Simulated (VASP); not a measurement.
Runs of VASP 6.6.1 on H2CO2. The cells are those of the table. 

```csv
potentials or basis,cell,cutoff (eV),second run,gap on the mesh (eV),pressure (GPa),largest force (eV/Å)
"VASP PAW PBE potentials, release 64 (O, C, H)","a = 7.305, b = 8.343, c = 7.090 Å, 30 atoms",520,-,(b),(a),6.86
"VASP PAW PBE potentials, release 64 (O_h, C_h, H_h)","a = 7.305, b = 8.343, c = 7.090 Å, 30 atoms",910,hard_potentials,3.55,(d),7.22
"VASP PAW PBE potentials, release 64 (O, C, H)","a = 7.499, b = 9.126, c = 7.249 Å, 30 atoms",520,-,3.92,-1.1,5.74
"VASP PAW PBE potentials, release 64 (O, C, H)","a = 7.142, b = 7.342, c = 6.949 Å, 30 atoms",520,-,(c),0.3,5.40
```

Alike in all rows: task single point; level PBE; no spin polarisation; k mesh 1 × 1 × 1; smearing fermi-dirac 0.05 eV.

Estimate the missing entries.

(a) 0.5; (b) 3.54; (c) 3.66; (d) -0.2.

Caveats: all runs use coarse meshes; the cutoff is under 1.25 times the usual one of these potentials, so pressure, stress and relaxed cells hold a basis-set (Pulay) error (some runs).

A k mesh can miss the band edges.
